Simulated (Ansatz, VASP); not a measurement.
One calculation of Rh, two programs

The input POSCAR:

```
Rh
1.0
    0.0000000000      1.8730267500      1.8730267500
    1.8730267500      0.0000000000      1.8730267500
    1.8730267500      1.8730267500      0.0000000000
Rh
1
Direct
    0.0000000000      0.0000000000      0.0000000000
```

INCAR.step1

```
PREC     = Accurate       # precision mode
ENCUT    = 520            # plane-wave cutoff, eV
ISMEAR   = 0              # smearing method
SIGMA    = 0.15           # smearing width, eV
LREAL    = False          # projectors in reciprocal space
LASPH    = True           # aspherical terms in the spheres
NELM     = 100            # most SCF steps
NBANDS   = 14             # bands
GGA      = PE             # functional
ALGO     = Normal         # electronic algorithm
EDIFF    = 1E-4           # SCF threshold, eV
LWAVE    = True           # write WAVECAR
LCHARG   = False          # write CHGCAR
```

Contents of INCAR.step2:

```
PREC     = Accurate       # precision mode
ENCUT    = 520            # plane-wave cutoff, eV
EDIFF    = 1E-7           # SCF threshold, eV
ISMEAR   = 0              # smearing method
SIGMA    = 0.15           # smearing width, eV
LREAL    = False          # projectors in reciprocal space
LASPH    = True           # aspherical terms in the spheres
NELM     = 100            # most SCF steps
ALGO     = Normal         # electronic algorithm
ISIF     = 2              # what is computed and relaxed
LWAVE    = False          # write WAVECAR
LCHARG   = True           # write CHGCAR
METAGGA  = R2SCAN         # meta-GGA
LMIXTAU  = True         
LELF     = True           # ELF
LVHAR    = True         
NBANDS   = 14             # bands
ISTART   = 1
```

File KPOINTS:

```
regular mesh
0
Gamma
  8 8 8
```

Input for Ansatz:

```yaml
crystal:
  lattice:
    - [0.0, 1.87302675, 1.87302675]
    - [1.87302675, 0.0, 1.87302675]
    - [1.87302675, 1.87302675, 0.0]
  atoms:
    - { symbol: Rh, position: [0.0, 0.0, 0.0] }
basis:
  ecutwfc: 500
kpoints:
  mp_grid: { grid: [8, 8, 8] }
hamiltonian:
  xc: r2scan
scf:
  occupations: { method: gaussian, width: 0.15 }
output:
  forces: true
  stress: true
  eigenvalues: true
```

Change from the starting cell: strain -0.015 along x and y, -0.015 along z, atoms carried along.

Alike in both runs: task single point; functional r2SCAN; k mesh 8 × 8 × 8; occupations gaussian, width 0.15 eV; no spin polarisation.

```csv
,VASP,Ansatz
version,VASP 6.6.1,Ansatz 0.2.0
potentials or method,"VASP PAW PBE potentials, release 64 (Rh_pv), cutoff 520 eV","scalar-relativistic, plane waves, PAW"
valence electrons in the cell,15,17
```

```csv
,VASP,Ansatz,Ansatz less VASP
gap on the k mesh at the Fermi level (eV),none,none,-
pressure (GPa),15.9,14.4,-1.54
```

VASP's potentials were made for PBE, not for r2SCAN. A gap of «none» marks a metal or a gap that the smearing closes. The functional is the same, so the differences come from potentials, cutoffs and numerics. VASP's potentials hold 15 valence electrons a cell and Ansatz's 17, so a difference there can come from the potentials and not from the codes.

The k mesh is coarse, so the values compare programs but aren't converged.
